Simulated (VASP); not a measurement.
# Zn (P6_3/mmc) in VASP: a series of runs

The runs below take Zn through relaxation of cell and atoms, with PBEsol.

All numbers are computed with VASP 6.6.1; they aren't measurements. Logs are shortened: lines on timing, memory, paths and dates and some standing lists are left out, and cuts for length are marked.

## Step 1: The cell of the first run

It takes space group P6_3/mmc (No. 194, hexagonal). The conventional cell has a = 2.587 Å, b = 2.587 Å, c = 4.928 Å, α = 90.00°, β = 90.00°, γ = 120.00°. Zn (site symmetry -6m2) has 12 Zn at 2.59 to 2.88 Å within 3.4 Å.

## Step 2: Relaxation of cell and atoms, PBEsol

File INCAR:

```
SYSTEM = Zn
PREC = Accurate
ENCUT = 600
EDIFF = 1E-7
ISMEAR = -1
SIGMA = 0.15
LREAL = .FALSE.
LASPH = .TRUE.
NELM = 60
ALGO = Fast
ISIF = 3
LWAVE = .FALSE.
LCHARG = .FALSE.
GGA = PS
IBRION = 2
NSW = 80
EDIFFG = -0.001
```

File KPOINTS:

```
regular mesh
0
G
  15 15 8
  0 0 0
```

File POSCAR:

```
Zn
1.0
    2.5870499134      0.0000000000      0.0000000000
   -1.2935249567      2.2404509459      0.0000000000
    0.0000000000      0.0000000000      4.9278786720
Zn
2
Direct
    0.3333333333      0.6666666667      0.2500000000
    0.6666666667      0.3333333333      0.7500000000
```

Potentials or basis: VASP PAW PBE potentials, release 64 (Zn).

Run with:

```bash
> cat potpaw_PBE.64/Zn/POTCAR > POTCAR
> mpirun -np 1 vasp_std > vasp.out
```

OUTCAR:

```text
SYSTEM = Zn
   PREC = Accurate
   ENCUT = 600
   EDIFF = 1E-7
   ISMEAR = -1
   LREAL = .FALSE.
   LASPH = .TRUE.
   NELM = 60
   ISIF = 3
   GGA = PS
   IBRION = 2
   NSW = 80
   EDIFFG = -0.001

 ion  position               nearest neighbor table
   1  0.333  0.667  0.250-   2 2.88   2 2.88   2 2.88   2 2.88   2 2.88   2 2.88
   2  0.667  0.333  0.750-   1 2.88   1 2.88   1 2.88   1 2.88   1 2.88   1 2.88

  LATTYP: Found a hexagonal cell.
 ALAT       =     2.5870499134
 C/A-ratio  =     1.9048255105

  Lattice vectors:

 A1 = (   2.5870499134,   0.0000000000,   0.0000000000)
 A2 = (  -1.2935249567,   2.2404509459,   0.0000000000)
 A3 = (   0.0000000000,   0.0000000000,   4.9278786720)

Analysis of symmetry for initial positions (statically):
=====================================================================
 Subroutine PRICEL returns:
 Original cell was already a primitive cell.

 Routine SETGRP: Setting up the symmetry group for a
 hexagonal supercell.

 Subroutine GETGRP returns: Found 24 space group operations
 (whereof 12 operations were pure point group operations)
 out of a pool of 24 trial point group operations.

The static configuration has the point symmetry D_3d.
 The point group associated with its full space group is D_6h.

Analysis of symmetry for dynamics (positions and initial velocities):
=====================================================================
 Subroutine PRICEL returns:
 Original cell was already a primitive cell.

 Routine SETGRP: Setting up the symmetry group for a
 hexagonal supercell.

 Subroutine GETGRP returns: Found 24 space group operations
 (whereof 12 operations were pure point group operations)
 out of a pool of 24 trial point group operations.

The dynamic configuration has the point symmetry D_3d.
 The point group associated with its full space group is D_6h.

 Subroutine INISYM returns: Found 24 space group operations
 (whereof 12 operations are pure point group operations),
 and found     1 'primitive' translations

----------------------------------------------------------------------------------------

                                     Primitive cell

  volume of cell :      28.5628

  direct lattice vectors                    reciprocal lattice vectors
     2.587049913  0.000000000  0.000000000     0.386540667  0.223169358  0.000000000
    -1.293524957  2.240450946  0.000000000     0.000000000  0.446338717  0.000000000
     0.000000000  0.000000000  4.927878672     0.000000000  0.000000000  0.202927074

  length of vectors
     2.587049913  2.587049913  4.927878672     0.446338717  0.446338717  0.202927074

  position of ions in fractional coordinates (direct lattice)
     0.333333333  0.666666667  0.250000000
     0.666666667  0.333333333  0.750000000

  ion indices of the primitive-cell ions
   primitive index   ion index
                 1           1
                 2           2

----------------------------------------------------------------------------------------

 KPOINTS: regular mesh

Automatic generation of k-mesh.
 Grid dimensions read from file:
 generate k-points for:   15   15    8

 Generating k-lattice:

  Cartesian coordinates                     Fractional coordinates (reciprocal lattice)
     0.025769378  0.014877957  0.000000000     0.066666667  0.000000000  0.000000000
     0.000000000  0.029755914  0.000000000     0.000000000  0.066666667  0.000000000
     0.000000000  0.000000000  0.025365884     0.000000000  0.000000000  0.125000000

  Length of vectors
     0.029755914  0.029755914  0.025365884

  Shift w.r.t. Gamma in fractional coordinates (k-lattice)
     0.000000000  0.000000000  0.000000000

 Subroutine IBZKPT returns following result:
 ===========================================

 Found    135 irreducible k-points:

 Following reciprocal coordinates:
            Coordinates               Weight
  0.000000  0.000000  0.000000      1.000000
  0.066667  0.000000  0.000000      6.000000
  0.133333  0.000000  0.000000      6.000000
  0.200000 -0.000000  0.000000      6.000000
  0.266667  0.000000  0.000000      6.000000
  0.333333  0.000000  0.000000      6.000000
[... 16 lines left out ...]
  0.333333  0.200000  0.000000     12.000000
  0.400000  0.200000  0.000000      6.000000
 [... further k-points ...]
   k-points           NKPTS =    135   k-points in BZ     NKDIM =    135   number of bands    NBANDS=     16
   number of dos      NEDOS =    301   number of ions     NIONS =      2
   total plane-waves  NPLWV =  23040
   dimension x,y,z NGX =    24 NGY =   24 NGZ =   40
   dimension x,y,z NGXF=    48 NGYF=   48 NGZF=   80
   ions per type =               2
   NGX,Y,Z   is equivalent  to a cutoff of  15.42, 15.42, 13.49 a.u.
   NGXF,Y,Z  is equivalent  to a cutoff of  30.85, 30.85, 26.99 a.u.
 SYSTEM =  Zn
   PREC   = accura    normal or accurate (medium, high low for compatibility)
   ISTART =      0    job   : 0-new  1-cont  2-samecut
   ICHARG =      2    charge: 1-file 2-atom 10-const
   ISPIN  =      1    spin polarized calculation?
   LNONCOLLINEAR =      F non collinear calculations
   LSORBIT =      F    spin-orbit coupling
   LASPH  =      T    aspherical Exc in radial PAW
   ENCUT  =  600.0 eV  44.10 Ry    6.64 a.u.   5.17  5.17  9.84*2*pi/ulx,y,z
   NELM   =     60;   NELMIN=  2; NELMDL= -5     # of ELM steps
   EDIFF  = 0.1E-06   stopping-criterion for ELM
   LREAL  =      F    real-space projection
   EDIFFG = -.1E-02   stopping-criterion for IOM
   NSW    =     80    number of steps for IOM
   IBRION =      2    ionic relax: 0-MD 1-quasi-New 2-CG
   NFREE  =      1    steps in history (QN), initial steepest desc. (CG)
   ISIF   =      3    stress and relaxation
   ISYM   =      2    0-nonsym 1-usesym 2-fastsym
   POTIM  = 0.5000    time-step for ionic-motion
   TEBEG  =    0.0;   TEEND  =   0.0 temperature during run
   PSTRESS=    0.0 pullay stress
   NELECT =      24.0000    total number of electrons
   NUPDOWN=      -1.0000    fix difference up-down
   EMIN   =  10.00;   EMAX   =-10.00  energy-range for DOS
   EFERMI =   0.00;   METHOD = LEGACY
   ISMEAR =    -1;   SIGMA  =   0.15  broadening in eV -4-tet -1-fermi 0-gaus
   EFERMI_NEDOS =   21; number of points for ismear=-14 and -15
   IALGO  =     68    algorithm
   IMIX   =      4    mixing-type and parameters
     AMIX     =   0.40;   BMIX     =  1.00
     AMIX_MAG =   1.60;   BMIX_MAG =  1.00
  volume/ion in A,a.u.               =      14.28        96.38
  Fermi-wavevector in a.u.,A,eV,Ry     =   1.544822  2.919291 32.469971  2.386476
  Thomas-Fermi vector in A             =   2.650288
   LORBIT       =      0    0 simple, 1 ext, 2 COOP (PROOUT), +10 PAW based schemes
   GGA     = PS    functional components
   LHFCALC =     F    Hartree Fock is set to
   AEXX    =    0.0000 exact exchange contribution
   IVDW    =     0    specifies the selected vdW correction
   LEPSILON=     F    determine dielectric tensor
   LRPA    =     F    only Hartree local field effects (RPA)
 conjugate gradient relaxation of ions
 non-spin polarized calculation
 RMM-DIIS sequential band-by-band and
  energy-cutoff  :      600.00
  volume of cell :       28.56
 maximum number of plane-waves:       967
 NGX is ok and might be reduce to    24
   NGX = 11   NGY = 11   NGZ = 19

--------------------------------------- Ionic step        1  -------------------------------------------

 number of electron      24.0000008 magnetization

 Free energy of the ion-electron system (eV)
  ---------------------------------------------------
  ext. energy  EPLUGINS =         0.00000000
  ---------------------------------------------------
  free energy    TOTEN  =        -3.18455126 eV

  energy without entropy =       -3.15871883  energy(sigma->0) =       -3.17163505

------------------------ aborting loop because EDIFF is reached ----------------------------------------

  FORCE on cell =-STRESS in cart. coord.  units (eV):
  Direction    XX          YY          ZZ          XY          YZ          ZX
  --------------------------------------------------------------------------------------
  -------------------------------------------------------------------------------------
  Total        0.1301455      0.1301455      0.0409268      0.0000000     -0.0000000      0.0000000
  in kB        7.3002794      7.3002794      2.2957160      0.0000000     -0.0000000      0.0000000
  external PRESSURE =       5.6320916 kB  Pullay stress =       0.0000000 kB
[... 89 lines left out ...]
  FREE ENERGIE OF THE ION-ELECTRON SYSTEM (eV)
  ---------------------------------------------------
  free  energy   TOTEN  =        -3.1848717396 eV

  energy  without entropy=       -3.1585117893  energy(sigma->0) =       -3.17169176

[... ionic steps 4 to 28 ...]

--------------------------------------- Ionic step       29  -------------------------------------------

 number of electron      24.0000011 magnetization

------------------------ aborting loop because EDIFF is reached ----------------------------------------

  FORCE on cell =-STRESS in cart. coord.  units (eV):
  Direction    XX          YY          ZZ          XY          YZ          ZX
  --------------------------------------------------------------------------------------
  -------------------------------------------------------------------------------------
  Total       -0.0064939     -0.0064939     -0.0071497      0.0000000     -0.0000000      0.0000000
  in kB       -0.3625365     -0.3625365     -0.3991474      0.0000000     -0.0000000      0.0000000
  external PRESSURE =      -0.3747401 kB  Pullay stress =       0.0000000 kB
[... 57 lines left out ...]
  energy  without entropy=       -3.1582043983  energy(sigma->0) =       -3.17154700

--------------------------------------- Ionic step       31  -------------------------------------------

 number of electron      24.0000011 magnetization

 Free energy of the ion-electron system (eV)
  ---------------------------------------------------
  ext. energy  EPLUGINS =         0.00000000
  ---------------------------------------------------
  free energy    TOTEN  =        -3.18488962 eV

  energy without entropy =       -3.15820082  energy(sigma->0) =       -3.17154522

 E-fermi :   3.3815     XC(G=0): -12.0047

 val. band max:        3.3620949819   @ k =   0.0000   0.0000   0.2500
 cond. band min:       3.4942258088   @ k =   0.0667   0.0000   0.2500
 fundamental gap:      0.1321308268
 Fermi energy:         3.3814515826

 k-point     1 :       0.0000    0.0000    0.0000
  band No.  band energies     occupation
      1      -7.5359      2.00000
      2      -5.5634      2.00000
      3      -4.7488      2.00000
      4      -4.4639      2.00000
      5      -4.4639      2.00000
      6      -4.4130      2.00000
[... 8 lines left out ...]
     15      20.5945      0.00000
     16      22.0164      0.00000
[... 420 lines left out ...]
  band No.  band energies     occupation
      1      -4.9870      2.00000
      2      -4.9154      2.00000
      3      -4.8669      2.00000
      4      -4.4702      2.00000
      5      -4.4037      2.00000
      6      -4.2777      2.00000
[... 8 lines left out ...]
     15       8.0137      0.00000
     16       8.5243      0.00000

 [... further k-points ...]

------------------------ aborting loop because EDIFF is reached ----------------------------------------

  FORCE on cell =-STRESS in cart. coord.  units (eV):
  Direction    XX          YY          ZZ          XY          YZ          ZX
  --------------------------------------------------------------------------------------
  -------------------------------------------------------------------------------------
  Total        0.0011158      0.0011158     -0.0010360      0.0000000      0.0000000      0.0000000
  in kB        0.0622922      0.0622922     -0.0578384      0.0000000      0.0000000      0.0000000
  external PRESSURE =       0.0222487 kB  Pullay stress =       0.0000000 kB
[... 17 lines left out ...]
  FREE ENERGIE OF THE ION-ELECTRON SYSTEM (eV)
  ---------------------------------------------------
  free  energy   TOTEN  =        -3.1848896242 eV

  energy  without entropy=       -3.1582008222  energy(sigma->0) =       -3.17154522

 reached required accuracy - stopping structural energy minimisation
```

Wall time 5.3 min (1 thread of Intel Xeon 6975P-C (Granite Rapids), shared host); peak memory 0.22 GiB.

What came out:

* Free energy: -3.1849 eV
* Relaxed volume: 14.35 Å³/atom
* Relaxed cell: a = 2.594 Å, b = 2.594 Å, c = 4.923 Å, α = 90.00°, β = 90.00°, γ = 120.00°
* Space group after relaxing (to 0.1 Å): P6_3/mmc (No. 194)
* Energy gained by relaxing: 0.2 meV/atom
* Ionic steps: 31
* Pressure after relaxing: 0.0 GPa
* Band gap on the k mesh: zero (bands 12 and 13 overlap by 4.94 eV)

Step by step:
```tsv
step	energy change (eV)	largest force (eV/Å)	pressure (GPa)	volume (Å³)
1	0.0000	0.0000	0.56	28.56
2	-0.0003	0.0000	-0.16	28.77
3	-0.0003	0.0000	-0.07	28.72
4	-0.0003	0.0000	-0.04	28.71
5	-0.0003	0.0000	0.00	28.71
6	-0.0003	0.0000	-0.11	28.70
7	-0.0003	0.0000	0.04	28.69
8	-0.0003	0.0000	-0.03	28.71
9	-0.0003	0.0000	-0.07	28.69
10	-0.0003	0.0000	-0.01	28.69
11	-0.0003	0.0000	0.05	28.69
12	-0.0003	0.0000	0.02	28.69
13	-0.0003	0.0000	0.04	28.70
14	-0.0003	0.0000	0.03	28.71
15	-0.0003	0.0000	-0.14	28.75
16	-0.0003	0.0000	-0.09	28.72
17	-0.0003	0.0000	-0.08	28.72
18	-0.0003	0.0000	-0.05	28.71
19	-0.0003	0.0000	-0.05	28.71
20	-0.0003	0.0000	-0.05	28.70
21	-0.0003	0.0000	-0.03	28.69
22	-0.0003	0.0000	0.12	28.65
23	-0.0003	0.0000	0.08	28.68
24	-0.0003	0.0000	0.08	28.68
25	-0.0003	0.0000	0.04	28.69
26	-0.0003	0.0000	0.06	28.69
27	-0.0003	0.0000	-0.05	28.72
28	-0.0003	0.0000	-0.08	28.71
29	-0.0003	0.0000	-0.04	28.70
30	-0.0003	0.0000	0.04	28.70
31	-0.0003	0.0000	0.00	28.70
```

Final structure:
```cif
data_structure
_symmetry_space_group_name_H-M 'P 1'
_symmetry_Int_Tables_number 1
_cell_length_a 2.5944
_cell_length_b 2.5944
_cell_length_c 4.9231
_cell_angle_alpha 90.000
_cell_angle_beta 90.000
_cell_angle_gamma 120.000
_cell_volume 28.70
loop_
_atom_site_label
_atom_site_type_symbol
_atom_site_fract_x
_atom_site_fract_y
_atom_site_fract_z
_atom_site_occupancy
Zn1 Zn 0.33333 0.66667 0.25000 1
Zn2 Zn 0.66667 0.33333 0.75000 1
```

Caveat: the PAW data sets were made with another functional, which shifts forces and pressure a little.

## Step 3: Relaxation of cell and atoms, PBEsol

This run uses another cell than the first one, of 14.42 Å³/atom.

File INCAR:

```
  ALGO = Normal
  EDIFF = 1E-6
  EDIFFG = -0.002
  ENCUT = 600
  GGA = PS
  IBRION = 2
  ISIF = 3
  ISMEAR = 0
  LASPH = T
  LCHARG = F
  LREAL = F
  LWAVE = F
  NELM = 80
  NSW = 100
  PREC = Accurate
  SIGMA = 0.1
```

File KPOINTS:

```
k-points
0
Gamma
  15 15 8
```

File POSCAR:

```
Zn
1.0
    2.6143598000      0.0000000000      0.0000000000
   -1.3071799000      2.2641020000      0.0000000000
    0.0000000000      0.0000000000      4.8731610200
Zn
2
Direct
    0.3333333300      0.6666666700      0.2500000000
    0.6666666700      0.3333333300      0.7500000000
```

Potentials or basis: VASP PAW PBE potentials, release 64 (Zn).

Run with:

```bash
> cat potpaw_PBE.64/Zn/POTCAR > POTCAR
> mpirun -np 1 vasp_std > vasp.out
```

Run time: 1.7 min. Hardware: 1 thread of Intel Xeon 6975P-C (Granite Rapids), shared host; peak memory 0.21 GiB.

The run converged. Its results:

- Free energy: -3.1756 eV
- Relaxed volume: 14.35 Å³/atom
- Relaxed cell: a = 2.591 Å, b = 2.591 Å, c = 4.934 Å, α = 90.00°, β = 90.00°, γ = 120.00°
- Space group after relaxing (to 0.1 Å): P6_3/mmc (No. 194)
- Energy gained by relaxing: 2.5 meV/atom
- Ionic steps: 9
- Pressure after relaxing: 0.0 GPa
- Band gap on the k mesh: zero (bands 12 and 13 overlap by 4.97 eV)

Step by step:
| step | energy change (eV) | largest force (eV/Å) | pressure (GPa) | volume (Å³) |
| --- | --- | --- | --- | --- |
| 1 | 0.0000 | 0.0000 | -0.98 | 28.85 |
| 2 | -0.0044 | 0.0000 | 0.61 | 28.48 |
| 3 | -0.0044 | 0.0000 | 0.53 | 28.48 |
| 4 | -0.0050 | 0.0000 | 0.15 | 28.64 |
| 5 | -0.0050 | 0.0000 | -0.06 | 28.72 |
| 6 | -0.0050 | 0.0000 | 0.08 | 28.70 |
| 7 | -0.0050 | 0.0000 | -0.06 | 28.71 |
| 8 | -0.0050 | 0.0000 | -0.01 | 28.70 |
| 9 | -0.0050 | 0.0000 | 0.00 | 28.70 |

Final structure:
```
Zn
1.0
     2.59150    0.00000    0.00000
    -1.29575    2.24430    0.00000
     0.00000    0.00000    4.93377
Zn
2
Direct
  0.33333 0.66667 0.25000
  0.66667 0.33333 0.75000
```

Levels at points of the mesh, in eV from the Fermi level:
| k point | band 8 | band 9 | band 10 | band 11 | band 12 | band 13 | band 14 | band 15 | band 16 |
| --- | --- | --- | --- | --- | --- | --- | --- | --- | --- |
| (0.00, 0.00, 0.00) | -7.32 | -7.32 | -7.12 | -7.12 | -4.02 | -3.24 | 13.31 | 17.18 | 18.77 |
| (0.00, 0.00, 0.50) | -7.78 | -7.21 | -7.21 | -7.21 | -7.21 | 4.32 | 4.32 | 20.08 | 20.08 |

Caveat: the PAW data sets were made with another functional, which shifts forces and pressure a little.
